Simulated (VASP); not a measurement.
# BP (I-4m2) in VASP: a series of runs, part 2 of 2

VASP 6.6.1. Earlier steps stand in the parts before.

## Step 4: Single point, LDA (zz strain of +2 %)

File INCAR:

```
ALGO     = Normal         # electronic algorithm
EDIFF    = 1E-7           # SCF threshold, eV
ENCUT    = 520            # plane-wave cutoff, eV
ISIF     = 2              # what is computed and relaxed
ISMEAR   = -1             # smearing method
LASPH    = T              # aspherical terms in the spheres
LCHARG   = F              # write CHGCAR
LREAL    = F              # projectors in reciprocal space
LWAVE    = F              # write WAVECAR
NBANDS   = 11             # bands
NELM     = 60             # most SCF steps
PREC     = Accurate       # precision mode
SIGMA    = 0.05           # smearing width, eV
```

File KPOINTS:

```
k-points
0
Gamma
  15 15 15
```

File POSCAR:

```
BP
1.0
    0.0000000000      2.2690000000      2.3143800000
    2.2690000000      0.0000000000      2.3143800000
    2.2690000000      2.2690000000      0.0000000000
B P
1 1
Direct
    0.0000000000      0.0000000000      0.0000000000
    0.7500000000      0.7500000000      0.7500000000
```

Potentials or basis: VASP PAW LDA potentials, release 64 (B, P).

Launch:

```
> cat potpaw_LDA.64/B/POTCAR potpaw_LDA.64/P/POTCAR > POTCAR
> mpirun -np 1 vasp_std > vasp.out
```

OUTCAR:

```text
EDIFF = 1E-7
   ENCUT = 520
   ISIF = 2
   ISMEAR = -1
   LASPH = T
   LREAL = F
   NELM = 60
   PREC = Accurate

 ion  position               nearest neighbor table
   1  0.000  0.000  0.000-   2 1.98   2 1.98   2 1.98   2 1.98
   2  0.750  0.750  0.750-   1 1.98   1 1.98   1 1.98   1 1.98

  LATTYP: Found a body centered tetragonal cell.
 ALAT       =     3.2088505730
 C/A-ratio  =     1.4424978336

  Lattice vectors:

 A1 = (  -2.2690000000,   0.0000000000,   2.3143800000)
 A2 = (   2.2690000000,   0.0000000000,   2.3143800000)
 A3 = (   0.0000000000,   2.2690000000,  -2.3143800000)

Analysis of symmetry for initial positions (statically):
=====================================================================
 Subroutine PRICEL returns:
 Original cell was already a primitive cell.

 Routine SETGRP: Setting up the symmetry group for a
 body centered tetragonal supercell.

 Subroutine GETGRP returns: Found  8 space group operations
 (whereof  8 operations were pure point group operations)
 out of a pool of 16 trial point group operations.

The static configuration has the point symmetry D_2d.

Analysis of symmetry for dynamics (positions and initial velocities):
=====================================================================
 Subroutine PRICEL returns:
 Original cell was already a primitive cell.

 Routine SETGRP: Setting up the symmetry group for a
 body centered tetragonal supercell.

 Subroutine GETGRP returns: Found  8 space group operations
 (whereof  8 operations were pure point group operations)
 out of a pool of 16 trial point group operations.

The dynamic configuration has the point symmetry D_2d.

 Subroutine INISYM returns: Found  8 space group operations
 (whereof  8 operations are pure point group operations),
 and found     1 'primitive' translations

----------------------------------------------------------------------------------------

                                     Primitive cell

  volume of cell :      23.8305

  direct lattice vectors                    reciprocal lattice vectors
     0.000000000  2.269000000  2.314380000    -0.220361393  0.220361393  0.216040581
     2.269000000  0.000000000  2.314380000     0.220361393 -0.220361393  0.216040581
     2.269000000  2.269000000  0.000000000     0.220361393  0.220361393 -0.216040581

  length of vectors
     3.241097929  3.241097929  3.208850573     0.379198918  0.379198918  0.379198918

  position of ions in fractional coordinates (direct lattice)
     0.000000000  0.000000000  0.000000000
     0.750000000  0.750000000  0.750000000

  ion indices of the primitive-cell ions
   primitive index   ion index
                 1           1
                 2           2

----------------------------------------------------------------------------------------

 KPOINTS: k-points

Automatic generation of k-mesh.
 Grid dimensions read from file:
 generate k-points for:   15   15   15

 Generating k-lattice:

  Cartesian coordinates                     Fractional coordinates (reciprocal lattice)
    -0.014690760  0.014690760  0.014402705     0.066666667  0.000000000  0.000000000
     0.014690760 -0.014690760  0.014402705     0.000000000  0.066666667  0.000000000
     0.014690760  0.014690760 -0.014402705     0.000000000  0.000000000  0.066666667

  Length of vectors
     0.025279928  0.025279928  0.025279928

  Shift w.r.t. Gamma in fractional coordinates (k-lattice)
     0.000000000  0.000000000  0.000000000

 Subroutine IBZKPT returns following result:
 ===========================================

 Found    288 irreducible k-points:

 Following reciprocal coordinates:
            Coordinates               Weight
  0.000000  0.000000  0.000000      1.000000
  0.066667  0.000000  0.000000      8.000000
  0.133333  0.000000  0.000000      8.000000
  0.200000  0.000000  0.000000      8.000000
  0.266667  0.000000  0.000000      8.000000
  0.333333  0.000000  0.000000      8.000000
[... 16 lines left out ...]
  0.133333  0.133333  0.000000      2.000000
  0.200000  0.133333  0.000000      8.000000
 [... further k-points ...]
   k-points           NKPTS =    288   k-points in BZ     NKDIM =    288   number of bands    NBANDS=     11
   number of dos      NEDOS =    301   number of ions     NIONS =      2
   total plane-waves  NPLWV =  13824
   dimension x,y,z NGX =    24 NGY =   24 NGZ =   24
   dimension x,y,z NGXF=    48 NGYF=   48 NGZF=   48
   ions per type =               1   1
   NGX,Y,Z   is equivalent  to a cutoff of  12.31, 12.31, 12.43 a.u.
   NGXF,Y,Z  is equivalent  to a cutoff of  24.62, 24.62, 24.87 a.u.
 SYSTEM =  unknown system
   PREC   = accura    normal or accurate (medium, high low for compatibility)
   ISTART =      0    job   : 0-new  1-cont  2-samecut
   ICHARG =      2    charge: 1-file 2-atom 10-const
   ISPIN  =      1    spin polarized calculation?
   LNONCOLLINEAR =      F non collinear calculations
   LSORBIT =      F    spin-orbit coupling
   LASPH  =      T    aspherical Exc in radial PAW
   ENCUT  =  520.0 eV  38.22 Ry    6.18 a.u.   6.03  6.03  5.97*2*pi/ulx,y,z
   NELM   =     60;   NELMIN=  2; NELMDL= -5     # of ELM steps
   EDIFF  = 0.1E-06   stopping-criterion for ELM
   LREAL  =      F    real-space projection
   EDIFFG = 0.1E-05   stopping-criterion for IOM
   NSW    =      0    number of steps for IOM
   IBRION =     -1    ionic relax: 0-MD 1-quasi-New 2-CG
   NFREE  =      0    steps in history (QN), initial steepest desc. (CG)
   ISIF   =      2    stress and relaxation
   ISYM   =      2    0-nonsym 1-usesym 2-fastsym
   POTIM  = 0.5000    time-step for ionic-motion
   TEBEG  =    0.0;   TEEND  =   0.0 temperature during run
   PSTRESS=    0.0 pullay stress
   NELECT =       8.0000    total number of electrons
   NUPDOWN=      -1.0000    fix difference up-down
   EMIN   =  10.00;   EMAX   =-10.00  energy-range for DOS
   EFERMI =   0.00;   METHOD = LEGACY
   ISMEAR =    -1;   SIGMA  =   0.05  broadening in eV -4-tet -1-fermi 0-gaus
   EFERMI_NEDOS =   21; number of points for ismear=-14 and -15
   IALGO  =     38    algorithm
   IMIX   =      4    mixing-type and parameters
     AMIX     =   0.40;   BMIX     =  1.00
     AMIX_MAG =   1.60;   BMIX_MAG =  1.00
  volume/ion in A,a.u.               =      11.92        80.41
  Fermi-wavevector in a.u.,A,eV,Ry     =   1.137785  2.150102 17.613492  1.294555
  Thomas-Fermi vector in A             =   2.274490
   LORBIT       =      0    0 simple, 1 ext, 2 COOP (PROOUT), +10 PAW based schemes
   GGA     = CA    functional components
   LHFCALC =     F    Hartree Fock is set to
   AEXX    =    0.0000 exact exchange contribution
   IVDW    =     0    specifies the selected vdW correction
   LEPSILON=     F    determine dielectric tensor
   LRPA    =     F    only Hartree local field effects (RPA)
 non-spin polarized calculation
  energy-cutoff  :      520.00
  volume of cell :       23.83
 maximum number of plane-waves:       654
   NGX = 13   NGY = 13   NGZ = 11

 number of electron       8.0000000 magnetization

 Free energy of the ion-electron system (eV)
  ---------------------------------------------------
  ext. energy  EPLUGINS =         0.00000000
  ---------------------------------------------------
  free energy    TOTEN  =       -14.36258896 eV

  energy without entropy =      -14.36258888  energy(sigma->0) =      -14.36258892

 E-fermi :   7.7555     XC(G=0): -11.0068

 val. band max:        7.2371445159   @ k =   0.0000   0.0000   0.0000
 cond. band min:       8.2994542618   @ k =   0.4000   0.0000   0.4000
 fundamental gap:      1.0623097459
 Fermi energy:         7.7555427842

 k-point     1 :       0.0000    0.0000    0.0000
  band No.  band energies     occupation
      1      -8.0450      2.00000
      2       7.0417      2.00000
      3       7.2371      1.99994
      4       7.2371      1.99994
      5      10.4863      0.00000
      6      10.4863      0.00000
      7      10.5958      0.00000
      8      14.2346      0.00000
      9      18.2923      0.00000
     10      19.0274      0.00000
     11      19.5557      0.00000
[... 309 lines left out ...]
 k-point    24 :       0.2000    0.1333    0.0000
  band No.  band energies     occupation
      1      -7.3566      2.00000
      2       4.5811      2.00000
      3       5.5838      2.00000
      4       5.7774      2.00000
      5       9.9514      0.00000
      6      12.6725      0.00000
      7      12.8447      0.00000
      8      14.0920      0.00000
      9      17.4652      0.00000
     10      19.9663      0.00000
     11      20.2296      0.00000

 [... further k-points ...]
[... 5 lines left out ...]
  --------------------------------------------------------------------------------------
  -------------------------------------------------------------------------------------
  Total       -0.9673261     -0.9673261     -1.7619717      0.0000000     -0.0000000      0.0000000
  in kB      -65.0354028    -65.0354028   -118.4611264      0.0000000     -0.0000000      0.0000000
  external PRESSURE =     -82.8439773 kB  Pullay stress =       0.0000000 kB

 VOLUME and BASIS-vectors are now :
 -----------------------------------------------------------------------------
  energy-cutoff  :      520.00
  volume of cell :       23.83
      direct lattice vectors                 reciprocal lattice vectors
     0.000000000  2.269000000  2.314380000    -0.220361393  0.220361393  0.216040581
     2.269000000  0.000000000  2.314380000     0.220361393 -0.220361393  0.216040581
     2.269000000  2.269000000  0.000000000     0.220361393  0.220361393 -0.216040581

 POSITION                                       TOTAL-FORCE (eV/Angst)
 -----------------------------------------------------------------------------------
      0.00000      0.00000      0.00000         0.000000      0.000000     -0.000000
      3.40350      3.40350      3.47157        -0.000000     -0.000000      0.000000
 -----------------------------------------------------------------------------------
    total drift:                               -0.000000     -0.000000     -0.000000

  FREE ENERGIE OF THE ION-ELECTRON SYSTEM (eV)
  ---------------------------------------------------
  free  energy   TOTEN  =       -14.3625889598 eV

  energy  without entropy=      -14.3625888831  energy(sigma->0) =      -14.36258892
```

It took 17 s on 1 thread of Intel Xeon 6975P-C (Granite Rapids), shared host; peak memory 0.17 GiB.

Results:

| Property | Result |
| --- | --- |
| Free energy | -14.3626 eV |
| Pressure | -8.3 GPa |
| Band gap on the k mesh | 1.06 eV, indirect (least direct gap 3.25 eV) |

Levels at points of the mesh, in eV from the valence-band top:
```csv
k point,band 2,band 3,band 4,band 5,band 6,band 7
"(0.00, 0.00, 0.00)",-0.20,0.00,0.00,3.25,3.25,3.36
```

Caveat: the cell differs from its parent crystal (zz strain of +2 %).

## Step 5: Single point, LDA (zz strain of +1 %)

File INCAR:

```
PREC = Accurate ; ENCUT = 520
EDIFF = 1E-7 ; ISMEAR = -1
SIGMA = 0.05 ; LREAL = F
LASPH = T ; NELM = 60
ALGO = Normal ; ISIF = 2
LWAVE = F ; LCHARG = F
GGA = CA ; NBANDS = 11
```

File KPOINTS:

```
regular mesh
0
Gamma
  15 15 15
```

File POSCAR:

```
BP
1.0
    0.0000000000      2.2690000000      2.2916900000
    2.2690000000      0.0000000000      2.2916900000
    2.2690000000      2.2690000000      0.0000000000
B P
1 1
Direct
    0.0000000000      0.0000000000      0.0000000000
    0.7500000000      0.7500000000      0.7500000000
```

Launch:

```
> cat potpaw_LDA.64/B/POTCAR potpaw_LDA.64/P/POTCAR > POTCAR
> mpirun -np 1 vasp_std > vasp.out
```

Wall time 17 s (1 thread of Intel Xeon 6975P-C (Granite Rapids), shared host); peak memory 0.18 GiB.

The run converged. Its results:

- Free energy: -14.3774 eV
- Pressure: -6.8 GPa
- Band gap on the k mesh: 1.12 eV, indirect (least direct gap 3.31 eV)

Stress tensor (GPa, compression positive):
```
-5.95  0.00  0.00
 0.00 -5.95  0.00
 0.00  0.00 -8.62
```

Levels at points of the mesh, in eV from the valence-band top:
| k point | band 2 | band 3 | band 4 | band 5 | band 6 | band 7 |
| --- | --- | --- | --- | --- | --- | --- |
| (0.00, 0.00, 0.00) | -0.10 | 0.00 | 0.00 | 3.31 | 3.31 | 3.37 |

Caveat: the cell differs from its parent crystal (zz strain of +1 %). A k mesh can miss the band edges.

## Step 6: Overview

```csv
cell,gap on the mesh (eV),pressure (GPa)
"a = 3.177, b = 3.177, c = 3.209 Å, angles 59.7, 59.7, 60.7°, 2 atoms",0.86,-2.1
"a = 3.193, b = 3.193, c = 3.209 Å, angles 59.8, 59.8, 60.3°, 2 atoms",1.02,-3.7
"a = 3.241, b = 3.241, c = 3.209 Å, angles 60.3, 60.3, 59.3°, 2 atoms",1.06,-8.3
"a = 3.225, b = 3.225, c = 3.209 Å, angles 60.2, 60.2, 59.7°, 2 atoms",1.12,-6.8
```

Alike in all rows: task single point; level LDA; potentials or basis VASP PAW LDA potentials, release 64 (B, P); no spin polarisation; k mesh 15 × 15 × 15; cutoff (eV) 520; smearing fermi-dirac 0.05 eV.

Total energies depend on the potentials used, so only differences within one code and one set of settings carry meaning.
